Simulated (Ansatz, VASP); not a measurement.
# Ge: VASP beside Ansatz

```
CELL_PARAMETERS angstrom
3.99565 0.00000 0.00000
-1.99782 3.46033 0.00000
0.00000 0.00000 6.50367
ATOMIC_POSITIONS crystal
Ge 0.66667 0.33333 0.06207
Ge 0.33333 0.66667 0.56207
Ge 0.66667 0.33333 0.43793
Ge 0.33333 0.66667 0.93793
```

Change from the starting cell: strain along c alone, the other axes held, atoms relaxed: -1.5 %.

Alike in both runs: functional r2SCAN; k mesh 12 × 12 × 6; occupations gaussian, width 0.01 eV; no spin polarisation.

Ansatz relaxed the structure, and its values are those at the end. VASP's run is a single point on that final structure, the one shown.

|  | VASP | Ansatz |
| --- | --- | --- |
| version | VASP 6.6.1 | Ansatz 0.2.0 |
| potentials or method | VASP PAW PBE potentials, release 64 (Ge_d), cutoff 520 eV | scalar-relativistic, plane waves, PAW |
| valence electrons in the cell | 56 | 56 |

|  | VASP | Ansatz | Ansatz less VASP |
| --- | --- | --- | --- |
| gap on the k mesh at the Fermi level (eV) | none | none | - |
| pressure (GPa) | 1.2 | 1.2 | -0.06 |

VASP's potentials were made for PBE, not for r2SCAN. A gap of «none» marks a metal or a gap that the smearing closes. Ansatz's warnings: stress scf threshold loose.
